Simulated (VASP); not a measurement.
Wanted: the native input for a VASP 6.6.1 run.

```yaml
Task: single point
Functional: PBE
Potentials_or_basis: VASP PAW PBE potentials, release 64 (K_sv, Br)
Cutoff: 520 eV
k_mesh: 6 × 6 × 6
Occupations: gaussian, width 0.05 eV
Spin: no spin polarisation
Dipole_correction: no
Further_INCAR_settings: ALGO = Normal; EDIFF = 1e-06; NBANDS = 15
```

The structure of KBr lies in POSCAR:

```
KBr
1.0
    4.0458463876     -0.0966584461     -0.0966584461
   -0.0966584461      4.0458463876     -0.0966584461
   -0.0966584461     -0.0966584461      4.0458463876
K Br
1 1
Direct
    0.0000000000      0.0000000000      0.0000000000
    0.5000000000      0.5000000000      0.5000000000
```

This cell differs from its parent crystal: ratio of the length along [111] to the lengths across it x 0.93, volume and fractional coordinates fixed.

The input as run:

INCAR

```
PREC = Accurate
ENCUT = 520
EDIFF = 1E-6
ISMEAR = 0
SIGMA = 0.05
LREAL = False
LASPH = True
NELM = 80
ALGO = Normal
ISIF = 2
LWAVE = False
LCHARG = False
GGA = PE
NBANDS = 15
```

KPOINTS

```
regular mesh
0
Gamma
  6 6 6
```

Potentials or basis: VASP PAW PBE potentials, release 64 (K_sv, Br).

Launch:

```sh
$ cat potpaw_PBE.64/K_sv/POTCAR potpaw_PBE.64/Br/POTCAR > POTCAR
$ mpirun -np 1 vasp_std > vasp.out
```

Results of the run:

The pressure is 0.1 GPa and the band gap on the k mesh is 3.88 eV, indirect (least direct gap 4.10 eV).

It took 13 s on 1 thread of Intel(R) Xeon(R) Platinum 8488C (Sapphire Rapids), with other jobs on the host, peak memory 0.17 GiB.
